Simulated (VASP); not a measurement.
Runs of VASP 6.6.1 on Al. The structure is that of space group P6_3/mmc (No. 194), or close to it. The cells are those of the table. This isn't the form of Al at room conditions, which is fcc.

| cell | k mesh | gap on the mesh (eV) | pressure (GPa) |
| --- | --- | --- | --- |
| a = 2.768, b = 2.768, c = 9.179 Å, angles 90.0, 90.0, 120.0°, 4 atoms | 14 × 14 × 4 | none | (a) |
| a = 2.806, b = 2.806, c = 9.305 Å, angles 90.0, 90.0, 120.0°, 4 atoms | 13 × 13 × 4 | none | 0.1 |
| a = 2.689, b = 2.689, c = 8.917 Å, angles 90.0, 90.0, 120.0°, 4 atoms | 14 × 14 × 4 | none | 14.3 |
| a = 2.843, b = 2.843, c = 9.427 Å, angles 90.0, 90.0, 120.0°, 4 atoms | 14 × 14 × 4 | none | -2.9 |
| a = 2.806, b = 2.806, c = 9.305 Å, angles 90.0, 90.0, 120.0°, 4 atoms | 17 × 17 × 5 | none | 0.1 |
| a = 2.729, b = 2.729, c = 9.050 Å, angles 90.0, 90.0, 120.0°, 4 atoms | 14 × 14 × 4 | none | 8.5 |
| a = 2.914, b = 2.914, c = 9.663 Å, angles 90.0, 90.0, 120.0°, 4 atoms | 14 × 14 × 4 | none | (b) |
| a = 2.806, b = 2.806, c = 9.305 Å, angles 90.0, 90.0, 120.0°, 4 atoms | 14 × 14 × 4 | none | 0.1 |

Alike in all rows: task single point; level LDA; potentials or basis VASP PAW LDA potentials, release 64 (Al); no spin polarisation; cutoff (eV) 520; smearing fermi-dirac 0.1 eV.

Estimate the missing entries.

(a) 3.8; (b) -7.2.

Caveats: the cell stands under pressure (at least some runs); the cell stands under tension (at least some runs).

A gap of «none» marks levels without a gap at the run's occupations.
